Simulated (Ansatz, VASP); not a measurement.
# One calculation of ZrB2, two programs

```
CELL_PARAMETERS angstrom
3.16500 0.04747 0.04747
-1.54139 2.71723 0.01738
0.05280 0.05280 3.52000
ATOMIC_POSITIONS crystal
Zr 0.00000 0.00000 0.00000
B 0.33333 0.66667 0.50000
B 0.66667 0.33333 0.50000
```

Change from the starting cell: equal xy, yz and zx shear strains of +3 %.

Alike in both runs: task single point; functional PBE; k mesh 12 × 12 × 9; occupations fermi-dirac, width 0.05 eV; no spin polarisation.

|  | VASP | Ansatz |
| --- | --- | --- |
| version | VASP 6.6.1 | Ansatz 0.2.0 |
| potentials or method | VASP PAW PBE potentials, release 64 (Zr_sv, B), cutoff 520 eV | all-electron LAPW, scalar-relativistic |

|  | VASP | Ansatz | Ansatz less VASP |
| --- | --- | --- | --- |
| pressure (GPa) | 3.3 | 3.2 | -0.12 |
| traceless stress, the component that is largest in VASP (GPa) | -7.62 | -7.62 | +0.004 |
| rms of the force components (eV/Å) | 0.028 | 0.028 | +0.0003 |

Atom by atom the forces differ by 0.000 eV/Å (rms over components). Ansatz ran all-electron here, and VASP with PAW potentials.
